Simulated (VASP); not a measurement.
BP (zinc blende): single point with PBE

BP (zinc blende):

```
B P
1.0
     0.00000    2.26750    2.26750
     2.26750    0.00000    2.26750
     2.26750    2.26750    0.00000
B P
1 1
Direct
  0.00000 0.00000 0.00000
  0.25000 0.25000 0.25000
```

* Program: VASP 6.6.1
* Task: single point
* Functional: PBE
* Potentials or basis: VASP PAW PBE potentials, release 64 (B, P)
* Cutoff: 500 eV
* k mesh: 10 × 10 × 10
* Occupations: gaussian, width 0.01 eV
* Spin: no spin polarisation
* Dipole correction: no
* Further INCAR settings: ALGO = Normal; EDIFF = 1e-06; NBANDS = 11

- Pressure: 1.2 GPa
- Band gap on the k mesh: 1.24 eV, indirect (least direct gap 3.40 eV)

Levels at points of the mesh, in eV from the valence-band top:
| k point | band 1 | band 2 | band 3 | band 4 | band 5 | band 6 | band 7 | band 8 |
| --- | --- | --- | --- | --- | --- | --- | --- | --- |
| (0.00, 0.00, 0.00) | -15.48 | 0.00 | 0.00 | 0.00 | 3.40 | 3.40 | 3.40 | 7.40 |
| (0.50, 0.00, 0.00) | -12.15 | -9.05 | -1.76 | -1.76 | 3.79 | 4.71 | 4.71 | 10.13 |
| (0.50, 0.50, 0.00) | -10.61 | -8.59 | -4.12 | -4.12 | 1.33 | 1.66 | 12.14 | 12.14 |

It took 6.5 s on 1 thread of Intel Xeon 6975P-C, with other jobs on the host, peak memory 0.14 GiB.

A k mesh can miss the band edges. Expect the measured gap to be larger: semilocal functionals such as PBE lack the derivative discontinuity.
